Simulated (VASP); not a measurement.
# AlN (F-43m) in VASP: a series of runs

The runs below take AlN through single point, relaxation of cell and atoms, with LDA.

Program: VASP 6.6.1. These are calculated values, not measurements. Logs are shortened: lines on timing, memory, paths and dates and some standing lists are left out, and cuts for length are marked.

## (1) The cell of the first run

The structure is cubic, space group F-43m (No. 216). The conventional cell has a = 4.226 Å, b = 4.226 Å, c = 4.226 Å, α = 90.00°, β = 90.00°, γ = 90.00°. Within 2.4 Å of Al (site symmetry -43m) lie 4 N at 1.83 Å. Within 2.4 Å of N (site symmetry -43m) lie 4 Al at 1.83 Å.

## (2) Single point, LDA

INCAR reads:

```
ALGO     = Normal         # electronic algorithm
EDIFF    = 1E-6           # SCF threshold, eV
ENCUT    = 520            # plane-wave cutoff, eV
ISIF     = 2              # what is computed and relaxed
ISMEAR   = 0              # smearing method
LASPH    = True           # aspherical terms in the spheres
LCHARG   = True           # write CHGCAR
LELF     = True           # ELF
LREAL    = False          # projectors in reciprocal space
LVHAR    = True         
LWAVE    = False          # write WAVECAR
NBANDS   = 11             # bands
NELM     = 60             # most SCF steps
PREC     = Accurate       # precision mode
SIGMA    = 0.01           # smearing width, eV
```

KPOINTS reads:

```
k-points
0
Gamma
  10 10 10
```

POSCAR reads:

```
AlN
1.0
    0.0000000000      2.1130398552      2.1130398552
    2.1130398552      0.0000000000      2.1130398552
    2.1130398552      2.1130398552      0.0000000000
Al N
1 1
Direct
    0.0000000000      0.0000000000      0.0000000000
    0.7500000000      0.7500000000      0.7500000000
```

Potentials or basis: VASP PAW LDA potentials, release 64 (Al, N).

Command:

```
$ cat potpaw_LDA.64/Al/POTCAR potpaw_LDA.64/N/POTCAR > POTCAR
$ mpirun -np 1 vasp_std > vasp.out
```

OUTCAR:

```text
EDIFF = 1E-6
   ENCUT = 520
   ISIF = 2
   ISMEAR = 0
   LASPH = True
   LREAL = False
   NELM = 60
   PREC = Accurate

 ion  position               nearest neighbor table
   1  0.000  0.000  0.000-   2 1.83   2 1.83   2 1.83   2 1.83
   2  0.750  0.750  0.750-   1 1.83   1 1.83   1 1.83   1 1.83

  LATTYP: Found a face centered cubic cell.
 ALAT       =     4.2260797104

  Lattice vectors:

 A1 = (   0.0000000000,   2.1130398552,   2.1130398552)
 A2 = (   2.1130398552,   0.0000000000,   2.1130398552)
 A3 = (   2.1130398552,   2.1130398552,   0.0000000000)

Analysis of symmetry for initial positions (statically):
=====================================================================
 Subroutine PRICEL returns:
 Original cell was already a primitive cell.

 Routine SETGRP: Setting up the symmetry group for a
 face centered cubic supercell.

 Subroutine GETGRP returns: Found 24 space group operations
 (whereof 24 operations were pure point group operations)
 out of a pool of 48 trial point group operations.

The static configuration has the point symmetry T_d .

Analysis of symmetry for dynamics (positions and initial velocities):
=====================================================================
 Subroutine PRICEL returns:
 Original cell was already a primitive cell.

 Routine SETGRP: Setting up the symmetry group for a
 face centered cubic supercell.

 Subroutine GETGRP returns: Found 24 space group operations
 (whereof 24 operations were pure point group operations)
 out of a pool of 48 trial point group operations.

The dynamic configuration has the point symmetry T_d .

 Subroutine INISYM returns: Found 24 space group operations
 (whereof 24 operations are pure point group operations),
 and found     1 'primitive' translations

----------------------------------------------------------------------------------------

                                     Primitive cell

  volume of cell :      18.8692

  direct lattice vectors                    reciprocal lattice vectors
     0.000000000  2.113039855  2.113039855    -0.236625920  0.236625920  0.236625920
     2.113039855  0.000000000  2.113039855     0.236625920 -0.236625920  0.236625920
     2.113039855  2.113039855  0.000000000     0.236625920  0.236625920 -0.236625920

  length of vectors
     2.988289621  2.988289621  2.988289621     0.409848116  0.409848116  0.409848116

  position of ions in fractional coordinates (direct lattice)
     0.000000000  0.000000000  0.000000000
     0.750000000  0.750000000  0.750000000

  ion indices of the primitive-cell ions
   primitive index   ion index
                 1           1
                 2           2

----------------------------------------------------------------------------------------

 KPOINTS: k-points

Automatic generation of k-mesh.
 Grid dimensions read from file:
 generate k-points for:   10   10   10

 Generating k-lattice:

  Cartesian coordinates                     Fractional coordinates (reciprocal lattice)
    -0.023662592  0.023662592  0.023662592     0.100000000  0.000000000  0.000000000
     0.023662592 -0.023662592  0.023662592     0.000000000  0.100000000  0.000000000
     0.023662592  0.023662592 -0.023662592     0.000000000  0.000000000  0.100000000

  Length of vectors
     0.040984812  0.040984812  0.040984812

  Shift w.r.t. Gamma in fractional coordinates (k-lattice)
     0.000000000  0.000000000  0.000000000

 Subroutine IBZKPT returns following result:
 ===========================================

 Found     47 irreducible k-points:

 Following reciprocal coordinates:
            Coordinates               Weight
  0.000000  0.000000  0.000000      1.000000
  0.100000  0.000000  0.000000      8.000000
  0.200000  0.000000  0.000000      8.000000
  0.300000  0.000000  0.000000      8.000000
  0.400000  0.000000  0.000000      8.000000
  0.500000  0.000000  0.000000      4.000000
[... 16 lines left out ...]
  0.300000  0.300000  0.000000      6.000000
  0.400000  0.300000  0.000000     24.000000
 [... further k-points ...]
   k-points           NKPTS =     47   k-points in BZ     NKDIM =     47   number of bands    NBANDS=     11
   number of dos      NEDOS =    301   number of ions     NIONS =      2
   total plane-waves  NPLWV =  13824
   dimension x,y,z NGX =    24 NGY =   24 NGZ =   24
   dimension x,y,z NGXF=    48 NGYF=   48 NGZF=   48
   ions per type =               1   1
   NGX,Y,Z   is equivalent  to a cutoff of  13.35, 13.35, 13.35 a.u.
   NGXF,Y,Z  is equivalent  to a cutoff of  26.70, 26.70, 26.70 a.u.
 SYSTEM =  unknown system
   PREC   = accura    normal or accurate (medium, high low for compatibility)
   ISTART =      0    job   : 0-new  1-cont  2-samecut
   ICHARG =      2    charge: 1-file 2-atom 10-const
   ISPIN  =      1    spin polarized calculation?
   LNONCOLLINEAR =      F non collinear calculations
   LSORBIT =      F    spin-orbit coupling
   LASPH  =      T    aspherical Exc in radial PAW
   ENCUT  =  520.0 eV  38.22 Ry    6.18 a.u.   5.56  5.56  5.56*2*pi/ulx,y,z
   NELM   =     60;   NELMIN=  2; NELMDL= -5     # of ELM steps
   EDIFF  = 0.1E-05   stopping-criterion for ELM
   LREAL  =      F    real-space projection
[... 7 lines left out ...]
   TEBEG  =    0.0;   TEEND  =   0.0 temperature during run
   PSTRESS=    0.0 pullay stress
   NELECT =       8.0000    total number of electrons
   NUPDOWN=      -1.0000    fix difference up-down
   EMIN   =  10.00;   EMAX   =-10.00  energy-range for DOS
   EFERMI =   0.00;   METHOD = LEGACY
   ISMEAR =     0;   SIGMA  =   0.01  broadening in eV -4-tet -1-fermi 0-gaus
   EFERMI_NEDOS =   21; number of points for ismear=-14 and -15
   IALGO  =     38    algorithm
   IMIX   =      4    mixing-type and parameters
     AMIX     =   0.40;   BMIX     =  1.00
     AMIX_MAG =   1.60;   BMIX_MAG =  1.00
  volume/ion in A,a.u.               =       9.43        63.67
  Fermi-wavevector in a.u.,A,eV,Ry     =   1.229855  2.324088 20.579391  1.512543
  Thomas-Fermi vector in A             =   2.364726
   LORBIT       =      0    0 simple, 1 ext, 2 COOP (PROOUT), +10 PAW based schemes
   GGA     = CA    functional components
   LHFCALC =     F    Hartree Fock is set to
   AEXX    =    0.0000 exact exchange contribution
   IVDW    =     0    specifies the selected vdW correction
   LEPSILON=     F    determine dielectric tensor
   LRPA    =     F    only Hartree local field effects (RPA)
 non-spin polarized calculation
 Gauss-broadening in eV      SIGMA  =   0.01
  energy-cutoff  :      520.00
  volume of cell :       18.87
 maximum number of plane-waves:       531
 NGX is ok and might be reduce to    24
   NGX = 11   NGY = 11   NGZ = 11

 number of electron       8.0000000 magnetization

 Free energy of the ion-electron system (eV)
  ---------------------------------------------------
  ext. energy  EPLUGINS =         0.00000000
  ---------------------------------------------------
  free energy    TOTEN  =       -16.27289595 eV

  energy without entropy =      -16.27289595  energy(sigma->0) =      -16.27289595

 E-fermi :   6.7991     XC(G=0): -11.7051

 val. band max:        6.6845973658   @ k =   0.0000   0.0000   0.0000
 cond. band min:       9.9448021562   @ k =   0.5000   0.5000   0.0000
 fundamental gap:      3.2602047904
 Fermi energy:         6.7991095789

 k-point     1 :       0.0000    0.0000    0.0000
  band No.  band energies     occupation
      1      -8.7388      2.00000
      2       6.6846      2.00000
      3       6.6846      2.00000
      4       6.6846      2.00000
      5      11.8326      0.00000
      6      20.0203      0.00000
      7      20.0203      0.00000
      8      20.0203      0.00000
      9      25.0066      0.00000
     10      25.0066      0.00000
     11      26.5975      0.00000

 k-point     2 :       0.1000    0.0000    0.0000
  band No.  band energies     occupation
      1      -8.5716      2.00000
      2       5.8741      2.00000
      3       6.6316      2.00000
      4       6.6316      2.00000
      5      12.4501      0.00000
      6      19.6333      0.00000
      7      20.1646      0.00000
      8      20.1646      0.00000
      9      23.6789      0.00000
     10      23.6789      0.00000
     11      25.7629      0.00000

 k-point     3 :       0.2000    0.0000    0.0000
  band No.  band energies     occupation
      1      -8.0921      2.00000
      2       4.1850      2.00000
      3       6.4994      2.00000
      4       6.4994      2.00000
      5      13.5303      0.00000
      6      18.8175      0.00000
      7      20.0081      0.00000
      8      20.0081      0.00000
      9      23.1881      0.00000
     10      23.1881      0.00000
     11      24.9340      0.00000

 k-point     4 :       0.3000    0.0000    0.0000
  band No.  band energies     occupation
      1      -7.3834      2.00000
      2       2.3876      2.00000
      3       6.3479      2.00000
      4       6.3479      2.00000
      5      14.3306      0.00000
      6      18.0052      0.00000
      7      19.1911      0.00000
      8      19.1911      0.00000
      9      24.4251      0.00000
     10      24.4251      0.00000
     11      24.8717      0.00000

 k-point     5 :       0.4000    0.0000    0.0000
  band No.  band energies     occupation
      1      -6.6505      2.00000
      2       0.9371      2.00000
      3       6.2336      2.00000
      4       6.2336      2.00000
      5      14.7418      0.00000
      6      17.3844      0.00000
      7      18.5137      0.00000
      8      18.5137      0.00000
      9      25.4221      0.00000
     10      26.4213      0.00000
     11      26.4213      0.00000
[... 211 lines left out ...]
 k-point    21 :      -0.3000    0.2000    0.0000
  band No.  band energies     occupation
      1      -6.4733      2.00000
      2       1.7689      2.00000
      3       4.3310      2.00000
      4       6.1498      2.00000
      5      14.9124      0.00000
      6      16.5340      0.00000
      7      19.3647      0.00000
      8      19.5045      0.00000
      9      23.8728      0.00000
     10      26.5039      0.00000
     11      29.1251      0.00000

 k-point    22 :      -0.2000    0.2000    0.0000
  band No.  band energies     occupation
      1      -7.1508      2.00000
      2       2.7389      2.00000
      3       4.8625      2.00000
      4       6.4338      2.00000
      5      14.9323      0.00000
      6      17.2473      0.00000
      7      18.8925      0.00000
      8      19.7109      0.00000
      9      22.3492      0.00000
     10      26.1419      0.00000
     11      29.0481      0.00000

 k-point    23 :       0.3000    0.3000    0.0000
  band No.  band energies     occupation
      1      -6.9458      2.00000
      2       3.0387      2.00000
      3       5.3579      2.00000
      4       5.3579      2.00000
      5      12.2374      0.00000
      6      16.8397      0.00000
      7      19.5943      0.00000
      8      22.1114      0.00000
      9      22.1114      0.00000
     10      27.8797      0.00000
     11      32.0056      0.00000

 k-point    24 :       0.4000    0.3000    0.0000
  band No.  band energies     occupation
      1      -6.3877      2.00000
      2       2.3125      2.00000
      3       4.8570      2.00000
      4       5.1852      2.00000
      5      11.7173      0.00000
      6      16.6678      0.00000
      7      20.0459      0.00000
      8      22.1556      0.00000
      9      22.7432      0.00000
     10      28.9296      0.00000
     11      31.7726      0.00000

 [... further k-points ...]

------------------------ aborting loop because EDIFF is reached ----------------------------------------

  FORCE on cell =-STRESS in cart. coord.  units (eV):
  Direction    XX          YY          ZZ          XY          YZ          ZX
  --------------------------------------------------------------------------------------
  -------------------------------------------------------------------------------------
  Total        2.4740274      2.4740274      2.4740274      0.0000000      0.0000000      0.0000000
  in kB      210.0690309    210.0690309    210.0690309      0.0000000      0.0000000      0.0000000
  external PRESSURE =     210.0690309 kB  Pullay stress =       0.0000000 kB

 VOLUME and BASIS-vectors are now :
 -----------------------------------------------------------------------------
  energy-cutoff  :      520.00
  volume of cell :       18.87
      direct lattice vectors                 reciprocal lattice vectors
     0.000000000  2.113039855  2.113039855    -0.236625920  0.236625920  0.236625920
     2.113039855  0.000000000  2.113039855     0.236625920 -0.236625920  0.236625920
     2.113039855  2.113039855  0.000000000     0.236625920  0.236625920 -0.236625920

 POSITION                                       TOTAL-FORCE (eV/Angst)
 -----------------------------------------------------------------------------------
      0.00000      0.00000      0.00000         0.000000      0.000000      0.000000
      3.16956      3.16956      3.16956        -0.000000     -0.000000     -0.000000
 -----------------------------------------------------------------------------------
    total drift:                                0.000000      0.000000      0.000000

  FREE ENERGIE OF THE ION-ELECTRON SYSTEM (eV)
  ---------------------------------------------------
  free  energy   TOTEN  =       -16.2728959506 eV

  energy  without entropy=      -16.2728959506  energy(sigma->0) =      -16.27289595
```

Wall time 8.3 s (1 thread of Intel Xeon 8259CL, shared host); peak memory 0.12 GiB.

Results:

- Free energy: -16.2729 eV
- Pressure: 21.0 GPa
- Band gap on the k mesh: 3.26 eV (least direct gap 5.15 eV)

Levels at points of the mesh, in eV from the valence-band top:
| k point | band 2 | band 3 | band 4 | band 5 | band 6 | band 7 |
| --- | --- | --- | --- | --- | --- | --- |
| (0.00, 0.00, 0.00) | 0.00 | 0.00 | 0.00 | 5.15 | 13.34 | 13.34 |
| (0.50, 0.00, 0.00) | -6.34 | -0.49 | -0.49 | 8.19 | 10.45 | 11.59 |
| (0.50, 0.50, 0.00) | -5.27 | -1.90 | -1.90 | 3.26 | 9.01 | 15.16 |

Caveat: the cell stands under pressure. A k mesh can miss the band edges.

## (3) Relaxation of cell and atoms, LDA, target pressure 20 GPa, at which the enthalpy is minimised

This run uses another cell than the first one, of 10.23 Å³/atom.

INCAR reads:

```
SYSTEM = AlN
  PREC = Accurate
  ENCUT = 600
  EDIFF = 1E-7
  ISMEAR = 0
  SIGMA = 0.01
  LREAL = .FALSE.
  LASPH = .TRUE.
  NELM = 80
  ALGO = Normal
  ISIF = 3
  LWAVE = .FALSE.
  LCHARG = .FALSE.
  GGA = CA
  IBRION = 2
  NSW = 80
  EDIFFG = -0.001
  PSTRESS = 200.0
```

KPOINTS reads:

```
Automatic mesh
0
G
  10 10 10
  0 0 0
```

POSCAR reads:

```
AlN
1.0
    0.0000000000      2.1711406870      2.1711406870
    2.1711406870      0.0000000000      2.1711406870
    2.1711406870      2.1711406870      0.0000000000
Al N
1 1
Direct
    0.0000000000      0.0000000000      0.0000000000
    0.7500000000      0.7500000000      0.7500000000
```

Potentials or basis: VASP PAW LDA potentials, release 64 (Al, N).

Command:

```
$ cat potpaw_LDA.64/Al/POTCAR potpaw_LDA.64/N/POTCAR > POTCAR
$ mpirun -np 1 vasp_std > vasp.out
```

It took 62 s on 1 thread of Intel Xeon 8259CL, shared host; peak memory 0.14 GiB.

The run converged. Its results:

| Item | Value |
| --- | --- |
| Free energy | -16.2829 eV |
| Relaxed volume | 9.46 Å³/atom |
| Relaxed cell | a = 2.991 Å, b = 2.991 Å, c = 2.991 Å, α = 60.00°, β = 60.00°, γ = 60.00° |
| Space group after relaxing (to 0.1 Å) | F-43m (No. 216) |
| Energy change on relaxing (the run minimises the enthalpy) | +46.6 meV/atom |
| Ionic steps | 7 |
| Pressure after relaxing | 20.0 GPa |
| Band gap on the k mesh | 3.26 eV (least direct gap 5.12 eV) |

The path:
| step | energy change (eV) | largest force (eV/Å) | pressure (GPa) | volume (Å³) |
| --- | --- | --- | --- | --- |
| 1 | 0.0000 | 0.0000 | 0.55 | 20.47 |
| 2 | 0.5386 | 0.0000 | 57.20 | 17.00 |
| 3 | 0.0882 | 0.0000 | 19.39 | 18.97 |
| 4 | 0.0926 | 0.0000 | 19.94 | 18.93 |
| 5 | 0.0964 | 0.0000 | 20.39 | 18.90 |
| 6 | 0.0894 | 0.0000 | 19.54 | 18.96 |
| 7 | 0.0931 | 0.0000 | 20.00 | 18.93 |

Final structure:
```
Al N
1.0
     0.00000    2.11516    2.11516
     2.11516    0.00000    2.11516
     2.11516    2.11516    0.00000
Al N
1 1
Direct
  0.00000 0.00000 0.00000
  0.75000 0.75000 0.75000
```

Levels at points of the mesh, in eV from the valence-band top:
```tsv
k point	band 1	band 2	band 3	band 4	band 5	band 6	band 7	band 8
(0.00, 0.00, 0.00)	-15.40	0.00	0.00	0.00	5.12	13.30	13.30	13.30
(0.50, 0.00, 0.00)	-12.98	-6.33	-0.49	-0.49	8.16	10.43	11.57	11.57
(0.50, 0.50, 0.00)	-12.22	-5.26	-1.89	-1.89	3.26	8.99	15.11	16.70
```

Caveat: the cell is relaxed towards a set pressure, so the run minimises the enthalpy, not the energy. A k mesh can miss the band edges.
